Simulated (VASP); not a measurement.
# ZrB2 (P6/mmm) in VASP: notebook

ZrB2 is run at these levels: LDA; tasks: single point.

Program: VASP 6.6.1. These are calculated values, not measurements. Logs are shortened: lines on timing, memory, paths and dates and some standing lists are left out, and cuts for length are marked.

## (1) The cell of the first run

The structure is hexagonal, space group P6/mmm (No. 191). The conventional cell has a = 3.101 Å, b = 3.101 Å, c = 3.547 Å, α = 90.00°, β = 90.00°, γ = 120.00°. Zr (site symmetry 6/mmm) has 12 B at 2.52 Å and 6 Zr at 3.10 Å within 3.3 Å. B (site symmetry -6m2) has 3 B at 1.79 Å within 2.4 Å.

## (2) Single point, LDA

File INCAR:

```
ALGO = Normal ; EDIFF = 1E-6
ENCUT = 520 ; ISIF = 2
ISMEAR = 0 ; LASPH = True
LCHARG = True ; LELF = True
LREAL = False ; LVHAR = True
LWAVE = False ; NBANDS = 16
NELM = 100 ; PREC = Accurate
SIGMA = 0.15
```

File KPOINTS:

```
k-points
0
Gamma
  15 15 12
```

File POSCAR:

```
ZrB2
1.0
    3.1012000000      0.0000000000      0.0000000000
   -1.5506000000      2.6857179822      0.0000000000
    0.0000000000      0.0000000000      3.5470000000
Zr B
1 2
Direct
    0.0000000000      0.0000000000      0.0000000000
    0.3333333333      0.6666666667      0.5000000000
    0.6666666667      0.3333333333      0.5000000000
```

Potentials or basis: VASP PAW LDA potentials, release 64 (Zr_sv, B).

Started as:

```
$ cat potpaw_LDA.64/Zr_sv/POTCAR potpaw_LDA.64/B/POTCAR > POTCAR
$ mpirun -np 1 vasp_std > vasp.out
```

OUTCAR:

```text
EDIFF = 1E-6
   ENCUT = 520
   ISIF = 2
   ISMEAR = 0
   LASPH = True
   LREAL = False
   NELM = 100
   PREC = Accurate

 ion  position               nearest neighbor table
   1  0.000  0.000  0.000-   2 2.52   3 2.52   2 2.52   3 2.52   2 2.52   2 2.52   3 2.52   3 2.52
                             3 2.52   3 2.52   2 2.52   2 2.52
   2  0.333  0.667  0.500-   3 1.79   3 1.79   3 1.79   1 2.52   1 2.52   1 2.52   1 2.52   1 2.52
                             1 2.52
   3  0.667  0.333  0.500-   2 1.79   2 1.79   2 1.79   1 2.52   1 2.52   1 2.52   1 2.52   1 2.52
                             1 2.52

  LATTYP: Found a hexagonal cell.
 ALAT       =     3.1012000000
 C/A-ratio  =     1.1437508061

  Lattice vectors:

 A1 = (   3.1012000000,   0.0000000000,   0.0000000000)
 A2 = (  -1.5506000000,   2.6857179822,   0.0000000000)
 A3 = (   0.0000000000,   0.0000000000,   3.5470000000)

Analysis of symmetry for initial positions (statically):
=====================================================================
 Subroutine PRICEL returns:
 Original cell was already a primitive cell.

 Routine SETGRP: Setting up the symmetry group for a
 hexagonal supercell.

 Subroutine GETGRP returns: Found 24 space group operations
 (whereof 24 operations were pure point group operations)
 out of a pool of 24 trial point group operations.

The static configuration has the point symmetry D_6h.

Analysis of symmetry for dynamics (positions and initial velocities):
=====================================================================
 Subroutine PRICEL returns:
 Original cell was already a primitive cell.

 Routine SETGRP: Setting up the symmetry group for a
 hexagonal supercell.

 Subroutine GETGRP returns: Found 24 space group operations
 (whereof 24 operations were pure point group operations)
 out of a pool of 24 trial point group operations.

The dynamic configuration has the point symmetry D_6h.

 Subroutine INISYM returns: Found 24 space group operations
 (whereof 24 operations are pure point group operations),
 and found     1 'primitive' translations

----------------------------------------------------------------------------------------

                                     Primitive cell

  volume of cell :      29.5428

  direct lattice vectors                    reciprocal lattice vectors
     3.101200000  0.000000000  0.000000000     0.322455824  0.186169957  0.000000000
    -1.550600000  2.685717982  0.000000000     0.000000000  0.372339913  0.000000000
     0.000000000  0.000000000  3.547000000     0.000000000  0.000000000  0.281928390

  length of vectors
     3.101200000  3.101200000  3.547000000     0.372339913  0.372339913  0.281928390

  position of ions in fractional coordinates (direct lattice)
     0.000000000  0.000000000  0.000000000
     0.333333333  0.666666667  0.500000000
     0.666666667  0.333333333  0.500000000

  ion indices of the primitive-cell ions
   primitive index   ion index
                 1           1
                 2           2
                 3           3

----------------------------------------------------------------------------------------

 KPOINTS: k-points

Automatic generation of k-mesh.
 Grid dimensions read from file:
 generate k-points for:   15   15   12

 Generating k-lattice:

  Cartesian coordinates                     Fractional coordinates (reciprocal lattice)
     0.021497055  0.012411330  0.000000000     0.066666667  0.000000000  0.000000000
     0.000000000  0.024822661  0.000000000     0.000000000  0.066666667  0.000000000
     0.000000000  0.000000000  0.023494033     0.000000000  0.000000000  0.083333333

  Length of vectors
     0.024822661  0.024822661  0.023494033

  Shift w.r.t. Gamma in fractional coordinates (k-lattice)
     0.000000000  0.000000000  0.000000000

 Subroutine IBZKPT returns following result:
 ===========================================

 Found    189 irreducible k-points:

 Following reciprocal coordinates:
            Coordinates               Weight
  0.000000  0.000000  0.000000      1.000000
  0.066667  0.000000  0.000000      6.000000
  0.133333  0.000000  0.000000      6.000000
  0.200000  0.000000  0.000000      6.000000
  0.266667  0.000000  0.000000      6.000000
  0.333333  0.000000  0.000000      6.000000
[... 16 lines left out ...]
  0.333333  0.200000  0.000000     12.000000
  0.400000  0.200000  0.000000      6.000000
 [... further k-points ...]
   k-points           NKPTS =    189   k-points in BZ     NKDIM =    189   number of bands    NBANDS=     16
   number of dos      NEDOS =    301   number of ions     NIONS =      3
   total plane-waves  NPLWV =  16128
   dimension x,y,z NGX =    24 NGY =   24 NGZ =   28
   dimension x,y,z NGXF=    48 NGYF=   48 NGZF=   56
   ions per type =               1   2
   NGX,Y,Z   is equivalent  to a cutoff of  12.87, 12.87, 13.12 a.u.
   NGXF,Y,Z  is equivalent  to a cutoff of  25.73, 25.73, 26.25 a.u.
 SYSTEM =  unknown system
   PREC   = accura    normal or accurate (medium, high low for compatibility)
   ISTART =      0    job   : 0-new  1-cont  2-samecut
   ICHARG =      2    charge: 1-file 2-atom 10-const
   ISPIN  =      1    spin polarized calculation?
   LNONCOLLINEAR =      F non collinear calculations
   LSORBIT =      F    spin-orbit coupling
   LASPH  =      T    aspherical Exc in radial PAW
   ENCUT  =  520.0 eV  38.22 Ry    6.18 a.u.   5.77  5.77  6.60*2*pi/ulx,y,z
   NELM   =    100;   NELMIN=  2; NELMDL= -5     # of ELM steps
   EDIFF  = 0.1E-05   stopping-criterion for ELM
   LREAL  =      F    real-space projection
   EDIFFG = 0.1E-04   stopping-criterion for IOM
   NSW    =      0    number of steps for IOM
   IBRION =     -1    ionic relax: 0-MD 1-quasi-New 2-CG
   NFREE  =      0    steps in history (QN), initial steepest desc. (CG)
   ISIF   =      2    stress and relaxation
   ISYM   =      2    0-nonsym 1-usesym 2-fastsym
   POTIM  = 0.5000    time-step for ionic-motion
   TEBEG  =    0.0;   TEEND  =   0.0 temperature during run
   PSTRESS=    0.0 pullay stress
   NELECT =      18.0000    total number of electrons
   NUPDOWN=      -1.0000    fix difference up-down
   EMIN   =  10.00;   EMAX   =-10.00  energy-range for DOS
   EFERMI =   0.00;   METHOD = LEGACY
   ISMEAR =     0;   SIGMA  =   0.15  broadening in eV -4-tet -1-fermi 0-gaus
   EFERMI_NEDOS =   21; number of points for ismear=-14 and -15
   IALGO  =     38    algorithm
   IMIX   =      4    mixing-type and parameters
     AMIX     =   0.40;   BMIX     =  1.00
     AMIX_MAG =   1.60;   BMIX_MAG =  1.00
  volume/ion in A,a.u.               =       9.85        66.45
  Fermi-wavevector in a.u.,A,eV,Ry     =   1.387869  2.622693 26.207283  1.926181
  Thomas-Fermi vector in A             =   2.512049
   LORBIT       =      0    0 simple, 1 ext, 2 COOP (PROOUT), +10 PAW based schemes
   GGA     = CA    functional components
   LHFCALC =     F    Hartree Fock is set to
   AEXX    =    0.0000 exact exchange contribution
   IVDW    =     0    specifies the selected vdW correction
   LEPSILON=     F    determine dielectric tensor
   LRPA    =     F    only Hartree local field effects (RPA)
 non-spin polarized calculation
 Gauss-broadening in eV      SIGMA  =   0.15
  energy-cutoff  :      520.00
  volume of cell :       29.54
 maximum number of plane-waves:       806
 NGX is ok and might be reduce to    24
   NGX = 11   NGY = 11   NGZ = 13

 number of electron      18.0000000 magnetization

 Free energy of the ion-electron system (eV)
  ---------------------------------------------------
  ext. energy  EPLUGINS =         0.00000000
  ---------------------------------------------------
  free energy    TOTEN  =       -27.46712619 eV

  energy without entropy =      -27.46483858  energy(sigma->0) =      -27.46598238

 E-fermi :  10.8709     XC(G=0): -12.7698

 val. band max:       10.8541361391   @ k =   0.1333   0.1333   0.2500
 cond. band min:      10.9175084873   @ k =   0.0667   0.0667   0.4167
 fundamental gap:      0.0633723482
 Fermi energy:        10.8709279973

 k-point     1 :       0.0000    0.0000    0.0000
  band No.  band energies     occupation
      1     -37.3557      2.00000
      2     -15.7421      2.00000
      3     -15.0474      2.00000
      4     -15.0474      2.00000
      5      -1.8655      2.00000
      6       8.1540      2.00000
[... 8 lines left out ...]
     15      16.4162      0.00000
     16      16.5584      0.00000

 k-point     2 :       0.0667    0.0000    0.0000
  band No.  band energies     occupation
      1     -37.3491      2.00000
      2     -15.7328      2.00000
      3     -15.1017      2.00000
      4     -15.0591      2.00000
      5      -1.7725      2.00000
      6       8.1252      2.00000
[... 8 lines left out ...]
     15      16.9640      0.00000
     16      17.0116      0.00000

 k-point     3 :       0.1333    0.0000    0.0000
  band No.  band energies     occupation
      1     -37.3305      2.00000
      2     -15.7061      2.00000
      3     -15.2523      2.00000
      4     -15.0918      2.00000
      5      -1.5016      2.00000
      6       7.4501      2.00000
[... 8 lines left out ...]
     15      17.9620      0.00000
     16      18.1511      0.00000

 k-point     4 :       0.2000    0.0000    0.0000
  band No.  band energies     occupation
      1     -37.3029      2.00000
      2     -15.6666      2.00000
      3     -15.4679      2.00000
      4     -15.1395      2.00000
      5      -1.0734      2.00000
      6       6.5658      2.00000
[... 8 lines left out ...]
     15      17.9749      0.00000
     16      19.3479      0.00000
[... 324 lines left out ...]
 k-point    22 :       0.2667    0.2000    0.0000
  band No.  band energies     occupation
      1     -37.2100      2.00000
      2     -15.9783      2.00000
      3     -15.5332      2.00000
      4     -15.4734      2.00000
      5       1.0337      2.00000
      6       4.3633      2.00000
[... 8 lines left out ...]
     15      19.1692      0.00000
     16      21.3566      0.00000

 k-point    23 :       0.3333    0.2000    0.0000
  band No.  band energies     occupation
      1     -37.1944      2.00000
      2     -16.0419      2.00000
      3     -15.5461      2.00000
      4     -15.5109      2.00000
      5       1.8234      2.00000
      6       3.5675      2.00000
[... 8 lines left out ...]
     15      20.1960      0.00000
     16      21.3216      0.00000

 k-point    24 :       0.4000    0.2000    0.0000
  band No.  band energies     occupation
      1     -37.1889      2.00000
      2     -16.0633      2.00000
      3     -15.5726      2.00000
      4     -15.5029      2.00000
      5       2.5491      2.00000
      6       2.8278      2.00000
[... 8 lines left out ...]
     15      20.8778      0.00000
     16      21.1030      0.00000

 [... further k-points ...]

------------------------ aborting loop because EDIFF is reached ----------------------------------------

  FORCE on cell =-STRESS in cart. coord.  units (eV):
  Direction    XX          YY          ZZ          XY          YZ          ZX
  --------------------------------------------------------------------------------------
  -------------------------------------------------------------------------------------
  Total        0.9359065      0.9359065     -0.8246827      0.0000000     -0.0000000      0.0000000
  in kB       50.7565005     50.7565005    -44.7245617      0.0000000     -0.0000000      0.0000000
  external PRESSURE =      18.9294797 kB  Pullay stress =       0.0000000 kB

 VOLUME and BASIS-vectors are now :
 -----------------------------------------------------------------------------
  energy-cutoff  :      520.00
  volume of cell :       29.54
      direct lattice vectors                 reciprocal lattice vectors
     3.101200000  0.000000000  0.000000000     0.322455824  0.186169957  0.000000000
    -1.550600000  2.685717982  0.000000000     0.000000000  0.372339913  0.000000000
     0.000000000  0.000000000  3.547000000     0.000000000  0.000000000  0.281928390

 POSITION                                       TOTAL-FORCE (eV/Angst)
 -----------------------------------------------------------------------------------
      0.00000      0.00000      0.00000         0.000000      0.000000      0.000000
     -0.00000      1.79048      1.77350         0.000000      0.000000     -0.000000
      1.55060      0.89524      1.77350        -0.000000      0.000000      0.000000
 -----------------------------------------------------------------------------------
    total drift:                               -0.000000      0.000000     -0.000000

  FREE ENERGIE OF THE ION-ELECTRON SYSTEM (eV)
  ---------------------------------------------------
  free  energy   TOTEN  =       -27.4671261929 eV

  energy  without entropy=      -27.4648385756  energy(sigma->0) =      -27.46598238
```

Wall time 79 s (1 thread of Intel Xeon 8259CL, shared host); peak memory 0.2 GiB.

What came out:

* Free energy: -27.4671 eV
* Pressure: 1.9 GPa
* Band gap on the k mesh: zero (bands 9 and 10 overlap by 0.97 eV)

Stress tensor (GPa, compression positive):
```
 5.08  0.00  0.00
 0.00  5.08  0.00
 0.00  0.00 -4.47
```

## (3) Single point, LDA

This run uses another cell than the first one, of 9.81 Å³/atom.

File INCAR:

```
SYSTEM = ZrB2
  PREC = Accurate
  ENCUT = 520
  EDIFF = 1E-7
  ISMEAR = 0
  SIGMA = 0.15
  LREAL = .FALSE.
  LASPH = .TRUE.
  NELM = 80
  ALGO = Normal
  ISIF = 2
  LWAVE = .FALSE.
  LCHARG = .FALSE.
  GGA = CA
  NBANDS = 16
```

File KPOINTS:

```
Automatic mesh
0
G
  15 15 12
  0 0 0
```

File POSCAR:

```
ZrB2
1.0
    3.0699000000      0.0000000000      0.0000000000
   -1.5349500000      2.6586113871      0.0000000000
    0.0000000000      0.0000000000      3.6052000000
Zr B
1 2
Direct
    0.0000000000      0.0000000000      0.0000000000
    0.3333333333      0.6666666667      0.5000000000
    0.6666666667      0.3333333333      0.5000000000
```

Potentials or basis: VASP PAW LDA potentials, release 64 (Zr_sv, B).

Started as:

```
$ cat potpaw_LDA.64/Zr_sv/POTCAR potpaw_LDA.64/B/POTCAR > POTCAR
$ mpirun -np 1 vasp_std > vasp.out
```

It took 96 s on 1 thread of Intel Xeon 8259CL, shared host; peak memory 0.2 GiB.

Results (log left out):

```
Free energy            : -27.4182 eV
Pressure               : 3.5 GPa
Band gap on the k mesh : zero (bands 9 and 10 overlap by 1.12 eV)
```

Stress tensor (GPa, compression positive):
```
 9.96  0.00  0.00
 0.00  9.96  0.00
 0.00  0.00 -9.44
```

Levels at points of the mesh, in eV from the Fermi level:
```csv
k point,band 7,band 8,band 9,band 10,band 11,band 12
"(0.00, 0.00, 0.00)",-2.61,-2.28,-2.28,3.68,3.68,4.00
"(0.00, 0.00, 0.50)",-0.67,-0.67,0.86,0.86,0.90,0.90
```

Caveat: the cell stands under pressure.

## (4) Single point, LDA

This run uses another cell than the first one, of 9.91 Å³/atom.

File INCAR:

```
SYSTEM = ZrB2
PREC = Accurate ; ENCUT = 520
EDIFF = 1E-6 ; ISMEAR = 0
SIGMA = 0.15 ; LREAL = .False.
LASPH = .True. ; NELM = 80
ALGO = Normal ; ISIF = 2
LWAVE = .False. ; LCHARG = .False.
NBANDS = 16
```

File KPOINTS:

```
regular mesh
0
Gamma
  15 15 12
  0 0 0
```

File POSCAR:

```
ZrB2
1.0
    3.1639000000      0.0000000000      0.0000000000
   -1.5819500000      2.7400177750      0.0000000000
    0.0000000000      0.0000000000      3.4308000000
Zr B
1 2
Direct
    0.0000000000      0.0000000000      0.0000000000
    0.3333333333      0.6666666667      0.5000000000
    0.6666666667      0.3333333333      0.5000000000
```

Started as:

```
$ cat potpaw_LDA.64/Zr_sv/POTCAR potpaw_LDA.64/B/POTCAR > POTCAR
$ mpirun -np 1 vasp_std > vasp.out
```

Run time: 73 s. Hardware: 1 thread of Intel Xeon 8259CL, shared host; peak memory 0.2 GiB.

It converged, with:

```
Free energy            : -27.4677 eV
Pressure               : -0.5 GPa
Band gap on the k mesh : zero (bands 9 and 10 overlap by 0.79 eV)
```

Stress tensor (GPa, compression positive):
```
-3.68  0.00  0.00
 0.00 -3.68  0.00
 0.00  0.00  5.74
```

Levels at points of the mesh, in eV from the Fermi level:
```tsv
k point	band 6	band 7	band 8	band 9	band 10	band 11	band 12	band 13
(0.00, 0.00, 0.00)	-2.89	-2.89	-2.60	-2.06	3.51	3.51	4.54	4.54
(0.00, 0.00, 0.50)	-7.00	-1.09	-1.09	0.06	0.06	0.77	0.77	2.35
```

## (5) Single point, LDA

This run uses another cell than the first one, of 9.88 Å³/atom.

File INCAR:

```
ALGO = Normal ; EDIFF = 1E-6
ENCUT = 520 ; GGA = CA
ISIF = 2 ; ISMEAR = 0
LASPH = True ; LCHARG = True
LELF = True ; LREAL = False
LVHAR = True ; LWAVE = False
NBANDS = 16 ; NELM = 60
PREC = Accurate ; SIGMA = 0.15
```

File KPOINTS:

```
k-points
0
Gamma
  15 15 12
```

File POSCAR:

```
ZrB2
1.0
    3.1325412665      0.0000000000      0.0000000000
   -1.5662706333      2.7128603152      0.0000000000
    0.0000000000      0.0000000000      3.4889014692
Zr B
1 2
Direct
    0.0000000000      0.0000000000      0.0000000000
    0.3333333333      0.6666666667      0.5000000000
    0.6666666667      0.3333333333      0.5000000000
```

Started as:

```
$ cat potpaw_LDA.64/Zr_sv/POTCAR potpaw_LDA.64/B/POTCAR > POTCAR
$ mpirun -np 1 vasp_std > vasp.out
```

Run time: 82 s. Hardware: 1 thread of Intel Xeon 8259CL, shared host; peak memory 0.2 GiB.

Results (log left out):

* Free energy: -27.4834 eV
* Pressure: 0.5 GPa
* Band gap on the k mesh: zero (bands 9 and 10 overlap by 1.03 eV)

Levels at points of the mesh, in eV from the Fermi level:
```csv
k point,band 5,band 6,band 7,band 8,band 9,band 10,band 11,band 12,band 13,band 14
"(0.00, 0.00, 0.00)",-12.71,-2.69,-2.69,-2.66,-2.25,3.56,3.56,4.35,4.35,5.26
"(0.00, 0.00, 0.50)",-10.50,-6.99,-0.96,-0.96,0.34,0.34,0.81,0.81,1.91,5.14
```

## (6) Single point, LDA

This run uses another cell than the first one, of 9.96 Å³/atom.

File INCAR:

```
SYSTEM = ZrB2
  ALGO = Normal
  EDIFF = 1E-6
  ENCUT = 520
  GGA = CA
  ISIF = 2
  ISMEAR = 0
  LASPH = .TRUE.
  LCHARG = .FALSE.
  LREAL = .FALSE.
  LWAVE = .FALSE.
  NBANDS = 16
  NELM = 80
  PREC = Accurate
  SIGMA = 0.15
```

File KPOINTS:

```
k-points
0
G
  15 15 12
  0 0 0
```

File POSCAR:

```
ZrB2
1.0
    3.2265000000      0.0000000000      0.0000000000
   -1.6132500000      2.7942309653      0.0000000000
    0.0000000000      0.0000000000      3.3145000000
Zr B
1 2
Direct
    0.0000000000      0.0000000000      0.0000000000
    0.3333333333      0.6666666667      0.5000000000
    0.6666666667      0.3333333333      0.5000000000
```

Potentials or basis: VASP PAW LDA potentials, release 64 (Zr_sv, B).

Started as:

```
$ cat potpaw_LDA.64/Zr_sv/POTCAR potpaw_LDA.64/B/POTCAR > POTCAR
$ mpirun -np 1 vasp_std > vasp.out
```

It took 73 s on 1 thread of Intel Xeon 8259CL, shared host; peak memory 0.2 GiB.

Results (log left out):

```
Free energy            : -27.3424 eV
Pressure               : -1.9 GPa
Band gap on the k mesh : zero (bands 9 and 10 overlap by 1.17 eV)
```

Stress tensor (GPa, compression positive):
```
-11.05   0.00   0.00
  0.00 -11.05   0.00
  0.00   0.00  16.35
```

Levels at points of the mesh, in eV from the Fermi level:
```
           k point  band 5  band 6  band 7  band 8  band 9  band 10  band 11  band 12  band 13  band 14
(0.00, 0.00, 0.00)  -12.57   -3.23   -3.23   -2.46   -1.59     3.53     3.53     4.05     4.75     4.75
(0.00, 0.00, 0.50)  -10.07   -6.95   -1.27   -1.27   -0.41    -0.41     0.76     0.76     3.33     4.32
```

## (7) Overview

| cell | gap on the mesh (eV) | pressure (GPa) |
| --- | --- | --- |
| a = 3.101, b = 3.101, c = 3.547 Å, angles 90.0, 90.0, 120.0°, 3 atoms | none | 1.9 |
| a = 3.070, b = 3.070, c = 3.605 Å, angles 90.0, 90.0, 120.0°, 3 atoms | none | 3.5 |
| a = 3.164, b = 3.164, c = 3.431 Å, angles 90.0, 90.0, 120.0°, 3 atoms | none | -0.5 |
| a = 3.133, b = 3.133, c = 3.489 Å, angles 90.0, 90.0, 120.0°, 3 atoms | none | 0.5 |
| a = 3.227, b = 3.226, c = 3.314 Å, angles 90.0, 90.0, 120.0°, 3 atoms | none | -1.9 |

Alike in all rows: task single point; level LDA; potentials or basis VASP PAW LDA potentials, release 64 (Zr_sv, B); no spin polarisation; k mesh 15 × 15 × 12; cutoff (eV) 520; smearing gaussian 0.15 eV.

Caveats: the cell stands under pressure (at least some runs).

Absolute energies hang on the potentials; compare differences alone.
